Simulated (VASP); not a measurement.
# VN2 (I4/mcm) in VASP: a series of runs

VN2 is run at these levels: PBEsol; tasks: single point.

All numbers are computed with VASP 6.6.1; they aren't measurements. Logs are shortened: lines on timing, memory, paths and dates and some standing lists are left out, and cuts for length are marked.

**1. The cell of the first run**

It takes space group I4/mcm (No. 140, tetragonal). Conventional cell: a = 4.180 Å, b = 4.180 Å, c = 4.795 Å, α = 90.00°, β = 90.00°, γ = 90.00°. Within 2.7 Å of V (site symmetry 422) lie 8 N at 2.06 Å and 2 V at 2.40 Å. N (site symmetry m2m) has 1 N at 1.37 Å within 1.8 Å.

**2. Single point, PBEsol (volume scaled by 0.94, then relaxed in part)**

Input file INCAR:

```
PREC = Accurate
ENCUT = 520
EDIFF = 1E-7
ISMEAR = 0
SIGMA = 0.1
LREAL = False
LASPH = True
NELM = 100
ALGO = Normal
ISIF = 2
LWAVE = False
LCHARG = False
GGA = PS
NBANDS = 32
```

Input file KPOINTS:

```
regular mesh
0
Gamma
  12 12 12
```

Input file POSCAR:

```
VN2
1.0
   -2.0901182091      2.0901182091      2.3976080720
    2.0901182091     -2.0901182091      2.3976080720
    2.0901182091      2.0901182091     -2.3976080720
V N
2 4
Direct
    0.2500000000      0.2500000000      0.0000000000
    0.7500000000      0.7500000000      0.0000000000
    0.1155839039      0.6155839039      0.7311678077
    0.6155839039      0.8844160961      0.5000000000
    0.8844160961      0.3844160961      0.2688321923
    0.3844160961      0.1155839039      0.5000000000
```

Potentials or basis: VASP PAW PBE potentials, release 64 (V_sv, N).

Launch:

```console
$ cat potpaw_PBE.64/V_sv/POTCAR potpaw_PBE.64/N/POTCAR > POTCAR
$ mpirun -np 1 vasp_std > vasp.out
```

OUTCAR:

```text
PREC = Accurate
   ENCUT = 520
   EDIFF = 1E-7
   ISMEAR = 0
   LREAL = False
   LASPH = True
   NELM = 100
   ISIF = 2
   GGA = PS

 ion  position               nearest neighbor table
   1  0.250  0.250  0.000-   5 2.06   3 2.06   6 2.06   6 2.06   4 2.06   4 2.06   3 2.06   5 2.06
                             2 2.40   2 2.40
   2  0.750  0.750  0.000-   5 2.06   3 2.06   4 2.06   4 2.06   6 2.06   6 2.06   5 2.06   3 2.06
                             1 2.40   1 2.40
   3  0.116  0.616  0.731-   5 1.37   1 2.06   2 2.06   2 2.06   1 2.06
   4  0.616  0.884  0.500-   6 1.37   2 2.06   2 2.06   1 2.06   1 2.06
   5  0.884  0.384  0.269-   3 1.37   2 2.06   1 2.06   2 2.06   1 2.06
   6  0.384  0.116  0.500-   4 1.37   1 2.06   1 2.06   2 2.06   2 2.06

  LATTYP: Found a body centered tetragonal cell.
 ALAT       =     4.1802364182
 C/A-ratio  =     1.1471160155

  Lattice vectors:

 A1 = (  -2.0901182091,   2.0901182091,   2.3976080720)
 A2 = (   2.0901182091,  -2.0901182091,   2.3976080720)
 A3 = (   2.0901182091,   2.0901182091,  -2.3976080720)

Analysis of symmetry for initial positions (statically):
=====================================================================
 Subroutine PRICEL returns:
 Original cell was already a primitive cell.

 Routine SETGRP: Setting up the symmetry group for a
 body centered tetragonal supercell.

 Subroutine GETGRP returns: Found 16 space group operations
 (whereof  8 operations were pure point group operations)
 out of a pool of 16 trial point group operations.

The static configuration has the point symmetry C_4h.
 The point group associated with its full space group is D_4h.

Analysis of symmetry for dynamics (positions and initial velocities):
=====================================================================
 Subroutine PRICEL returns:
 Original cell was already a primitive cell.

 Routine SETGRP: Setting up the symmetry group for a
 body centered tetragonal supercell.

 Subroutine GETGRP returns: Found 16 space group operations
 (whereof  8 operations were pure point group operations)
 out of a pool of 16 trial point group operations.

The dynamic configuration has the point symmetry C_4h.
 The point group associated with its full space group is D_4h.

 Subroutine INISYM returns: Found 16 space group operations
 (whereof  8 operations are pure point group operations),
 and found     1 'primitive' translations

----------------------------------------------------------------------------------------

[... 99 lines left out ...]
   NELM   =    100;   NELMIN=  2; NELMDL= -5     # of ELM steps
   EDIFF  = 0.1E-06   stopping-criterion for ELM
   LREAL  =      F    real-space projection
   EDIFFG = 0.1E-05   stopping-criterion for IOM
   NSW    =      0    number of steps for IOM
   IBRION =     -1    ionic relax: 0-MD 1-quasi-New 2-CG
   NFREE  =      0    steps in history (QN), initial steepest desc. (CG)
   ISIF   =      2    stress and relaxation
   ISYM   =      2    0-nonsym 1-usesym 2-fastsym
   POTIM  = 0.5000    time-step for ionic-motion
   TEBEG  =    0.0;   TEEND  =   0.0 temperature during run
   PSTRESS=    0.0 pullay stress
   NELECT =      46.0000    total number of electrons
   NUPDOWN=      -1.0000    fix difference up-down
   EMIN   =  10.00;   EMAX   =-10.00  energy-range for DOS
   EFERMI =   0.00;   METHOD = LEGACY
   ISMEAR =     0;   SIGMA  =   0.10  broadening in eV -4-tet -1-fermi 0-gaus
   EFERMI_NEDOS =   21; number of points for ismear=-14 and -15
   IALGO  =     38    algorithm
   IMIX   =      4    mixing-type and parameters
     AMIX     =   0.40;   BMIX     =  1.00
     AMIX_MAG =   1.60;   BMIX_MAG =  1.00
  volume/ion in A,a.u.               =       6.98        47.12
  Fermi-wavevector in a.u.,A,eV,Ry     =   1.688888  3.191535 38.808472  2.852342
  Thomas-Fermi vector in A             =   2.771113
   LORBIT       =      0    0 simple, 1 ext, 2 COOP (PROOUT), +10 PAW based schemes
   GGA     = PS    functional components
   LHFCALC =     F    Hartree Fock is set to
   AEXX    =    0.0000 exact exchange contribution
   IVDW    =     0    specifies the selected vdW correction
   LEPSILON=     F    determine dielectric tensor
   LRPA    =     F    only Hartree local field effects (RPA)
 non-spin polarized calculation
 Gauss-broadening in eV      SIGMA  =   0.10
  energy-cutoff  :      520.00
  volume of cell :       41.90
 maximum number of plane-waves:      1149
   NGX = 15   NGY = 15   NGZ = 15

 number of electron      45.9999990 magnetization

 Free energy of the ion-electron system (eV)
  ---------------------------------------------------
  ext. energy  EPLUGINS =         0.00000000
  ---------------------------------------------------
  free energy    TOTEN  =       -56.77806243 eV

  energy without entropy =      -56.76764709  energy(sigma->0) =      -56.77285476

 E-fermi :  12.9603     XC(G=0): -14.4491

 val. band max:       12.9542885413   @ k =  -0.0833   0.5000   0.0833
 cond. band min:      12.9666012848   @ k =   0.5000   0.5000   0.5000
 fundamental gap:      0.0123127436
 Fermi energy:        12.9603148255

 k-point     1 :       0.0000    0.0000    0.0000
  band No.  band energies     occupation
      1     -52.4595      2.00000
      2     -52.2070      2.00000
      3     -26.8534      2.00000
      4     -26.4267      2.00000
      5     -26.4267      2.00000
      6     -26.4225      2.00000
[... 829 lines left out ...]
     31      16.3306      0.00000
     32      17.1361      0.00000

 [... further k-points ...]
[... 5 lines left out ...]
  --------------------------------------------------------------------------------------
  -------------------------------------------------------------------------------------
  Total        6.7018055      6.7018055      6.6026706      0.0000000      0.0000000      0.0000000
  in kB      256.2846045    256.2846045    252.4935747      0.0000000      0.0000000      0.0000000
  external PRESSURE =     255.0209279 kB  Pullay stress =       0.0000000 kB

 VOLUME and BASIS-vectors are now :
 -----------------------------------------------------------------------------
  energy-cutoff  :      520.00
  volume of cell :       41.90
      direct lattice vectors                 reciprocal lattice vectors
    -2.090118209  2.090118209  2.397608072     0.000000000  0.239220920  0.208541173
     2.090118209 -2.090118209  2.397608072     0.239220920  0.000000000  0.208541173
     2.090118209  2.090118209 -2.397608072     0.239220920  0.239220920  0.000000000

 POSITION                                       TOTAL-FORCE (eV/Angst)
 -----------------------------------------------------------------------------------
      0.00000      0.00000      1.19880        -0.000000     -0.000000      0.000000
      0.00000      0.00000      3.59641        -0.000000     -0.000000      0.000000
      2.57329      0.48317      0.00000         0.058775      0.058775     -0.000000
      1.60695      0.48317      2.39761        -0.058775      0.058775      0.000000
     -0.48317      1.60695      2.39761        -0.058775     -0.058775      0.000000
      0.48317      1.60695      0.00000         0.058775     -0.058775      0.000000
 -----------------------------------------------------------------------------------
    total drift:                               -0.000000      0.000000      0.000000

  FREE ENERGIE OF THE ION-ELECTRON SYSTEM (eV)
  ---------------------------------------------------
  free  energy   TOTEN  =       -56.7780624294 eV

  energy  without entropy=      -56.7676470863  energy(sigma->0) =      -56.77285476
```

stdout:

```text
POSCAR found type information on POSCAR V N
 POSCAR found :  2 types and       6 ions
 scaLAPACK will be used
 -----------------------------------------------------------------------------
|                                                                             |
|                                                                             |
|     You enforced a specific xc type in the INCAR file but a different       |
|     I HOPE YOU KNOW WHAT YOU ARE DOING!                                     |
|                                                                             |
 -----------------------------------------------------------------------------

 LDA part: xc-table for (Slater+PW92), standard interpolation
 POSCAR, INCAR and KPOINTS ok, starting setup
 FFT: planning ... GRIDC
 FFT: planning ... GRID_SOFT
 FFT: planning ... GRID
 WAVECAR not read
 entering main loop
```

Run time: 2.2 min. Hardware: 1 thread of Intel Xeon Platinum 8488C (Sapphire Rapids), shared host; peak memory 0.29 GiB.

What came out:

```
Free energy            : -56.7781 eV
Pressure               : 25.5 GPa
Largest force          : 0.083 eV/Å
Band gap on the k mesh : zero (band 23 reaches 13.20 eV, above the bottom of band 24 at 12.75 eV)
```

Forces in eV/Å, atoms in the order of the input:
```
V    0.000  0.000  0.000
V    0.000  0.000  0.000
N    0.059  0.059  0.000
N   -0.059  0.059  0.000
N   -0.059 -0.059  0.000
N    0.059 -0.059  0.000
```

Caveat: the PAW data sets were made with another functional, which shifts forces and pressure a little; the run has no spin polarisation, though such a crystal can be magnetic.

**3. Single point, PBEsol (volume scaled by 0.97, then relaxed in part)**

Input file INCAR:

```
SYSTEM = VN2
ALGO     = Normal         ! electronic algorithm
EDIFF    = 1E-7           ! SCF threshold, eV
ENCUT    = 520            ! plane-wave cutoff, eV
GGA      = PS             ! functional
ISIF     = 2              ! what is computed and relaxed
ISMEAR   = 0              ! smearing method
LASPH    = .TRUE.         ! aspherical terms in the spheres
LCHARG   = .TRUE.         ! write CHGCAR
LELF     = .TRUE.         ! ELF
LREAL    = .FALSE.        ! projectors in reciprocal space
LVHAR    = .TRUE.       
LWAVE    = .FALSE.        ! write WAVECAR
NBANDS   = 32             ! bands
NELM     = 100            ! most SCF steps
PREC     = Accurate       ! precision mode
SIGMA    = 0.1            ! smearing width, eV
```

Input file KPOINTS:

```
k-points
0
G
  12 12 12
  0 0 0
```

Input file POSCAR:

```
VN2
1.0
   -2.1105084802      2.1105084802      2.4265518037
    2.1105084802     -2.1105084802      2.4265518037
    2.1105084802      2.1105084802     -2.4265518037
V N
2 4
Direct
    0.2500000000      0.2500000000      0.0000000000
    0.7500000000      0.7500000000      0.0000000000
    0.1149555600      0.6149555600      0.7299111201
    0.6149555600      0.8850444400      0.5000000000
    0.8850444400      0.3850444400      0.2700888799
    0.3850444400      0.1149555600      0.5000000000
```

Potentials or basis: VASP PAW PBE potentials, release 64 (V_sv, N).

Launch:

```console
$ cat potpaw_PBE.64/V_sv/POTCAR potpaw_PBE.64/N/POTCAR > POTCAR
$ mpirun -np 1 vasp_std > vasp.out
```

It took 3 min on 1 thread of Intel Xeon Platinum 8488C (Sapphire Rapids), shared host; peak memory 0.3 GiB.

The run converged. Its results:

```yaml
Free_energy: -56.9346 eV
Pressure: 12.2 GPa
Largest_force: 0.083 eV/Å
Band_gap_on_the_k_mesh: zero (band 23 reaches 12.64 eV, above the bottom of band 24 at 12.20 eV)
```

Forces on the atoms (eV/Å):
```
V    0.000  0.000  0.000
V    0.000  0.000  0.000
N    0.058  0.058  0.000
N   -0.058  0.058  0.000
N   -0.058 -0.058  0.000
N    0.058 -0.058  0.000
```

Stress tensor (GPa, compression positive):
```
12.30  0.00  0.00
 0.00 12.30  0.00
 0.00  0.00 11.86
```

Levels at points of the mesh, in eV from the Fermi level:
```tsv
k point	band 19	band 20	band 21	band 22	band 23	band 24	band 25	band 26	band 27	band 28
(0.00, 0.00, 0.00)	-3.44	-3.24	-2.95	-2.84	-2.84	0.82	0.99	0.99	1.54	2.17
(0.50, 0.00, 0.00)	-3.67	-3.67	-3.47	-3.47	0.17	0.17	0.81	0.81	1.17	1.17
(0.50, 0.50, 0.00)	-5.39	-4.89	-3.06	-2.88	-1.50	0.02	0.88	1.20	2.09	2.42
(0.50, 0.50, 0.50)	-5.05	-2.30	-2.30	-0.35	-0.25	-0.14	-0.04	0.01	2.03	2.10
```

Caveat: the PAW data sets were made with another functional, which shifts forces and pressure a little; the run has no spin polarisation, though such a crystal can be magnetic.

(Part 1 of 2 ends here.)
